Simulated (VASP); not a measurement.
Si3F: relaxation of cell and atoms with PBE

Crystal: Si3F.

```xyz
8
Lattice="6.1056 0.0000 0.0000 -3.0528 5.2876 0.0000 0.0000 0.0000 3.4587" Properties=species:S:1:pos:R:3 pbc="T T T"
Si    1.4389    1.5798    0.8647
Si   -0.6487    2.0360    2.5940
Si    4.0179    0.4562    0.8647
Si    1.6139    3.7078    2.5940
Si    3.7015    3.2515    0.8647
Si   -0.9652    4.8314    2.5940
F     0.0000    3.5250    0.8647
F     3.0528    1.7625    2.5940
```

| Item | Value |
| --- | --- |
| Program | VASP 6.6.1 |
| Task | relaxation of cell and atoms |
| Functional | PBE |
| Potentials or basis | VASP PAW PBE potentials, release 64 (Si, F_h) |
| Cutoff | 1350 eV |
| k mesh | 3 × 3 × 6 |
| Occupations | gaussian, width 0.1 eV |
| Spin | no spin polarisation |
| Dipole correction | no |
| Further INCAR settings | ALGO = Normal; EDIFF = 1e-07; IBRION = 2; EDIFFG = -0.04; NSW = 90; ISIF = 3 |

```
Relaxed volume                        : 13.99 Å³/atom
Relaxed cell                          : a = 5.441 Å, b = 5.441 Å, c = 4.366 Å, α = 90.00°, β = 90.00°, γ = 120.00°
Space group after relaxing (to 0.1 Å) : P6_3/m (No. 176)
Pressure after relaxing               : 0.4 GPa
Largest force after relaxing          : 0.012 eV/Å
Band gap on the k mesh                : zero (bands 19 and 20 overlap by 1.28 eV)
```

Forces on the atoms (eV/Å):
```
Si   0.011 -0.005  0.000
Si   0.010  0.007  0.000
Si  -0.001  0.012  0.000
Si  -0.011  0.005  0.000
Si  -0.010 -0.007  0.000
Si   0.001 -0.012  0.000
F    0.000  0.000  0.000
F    0.000  0.000  0.000
```

Stress tensor (GPa, compression positive):
```
0.44 0.00 0.00
0.00 0.44 0.00
0.00 0.00 0.24
```

Final structure:
```xyz
8
Lattice="5.4406 0.0000 0.0000 -2.7203 4.7117 0.0000 0.0000 0.0000 4.3659" Properties=species:S:1:pos:R:3 pbc="T T T"
Si    1.1520    1.0450    1.0915
Si   -0.3290    1.5201    3.2744
Si    3.9597    0.4751    1.0915
Si    1.5684    3.6667    3.2744
Si    3.0493    3.1916    1.0915
Si   -1.2394    4.2366    3.2744
F     0.0000    3.1411    1.0915
F     2.7203    1.5706    3.2744
```

Levels at points of the mesh, in eV from the Fermi level:
```tsv
k point	band 16	band 17	band 18	band 19	band 20	band 21	band 22	band 23
(0.00, 0.00, 0.00)	-2.00	-2.00	-0.51	-0.51	1.47	1.47	2.05	2.17
(0.00, 0.00, 0.50)	-2.00	-0.63	-0.63	-0.63	-0.63	1.83	1.83	5.16
```

Run time: 17 min on 1 thread of Intel(R) Xeon(R) 6975P-C (Granite Rapids), on a shared host, peak memory 0.7 GiB.

Caveat: the k points lie up to 0.44 Å⁻¹ apart in the final cell, too coarse for converged energies and pressures of a metal; a cell axis changed by over 15 % at a fixed basis, so the end point is rough.
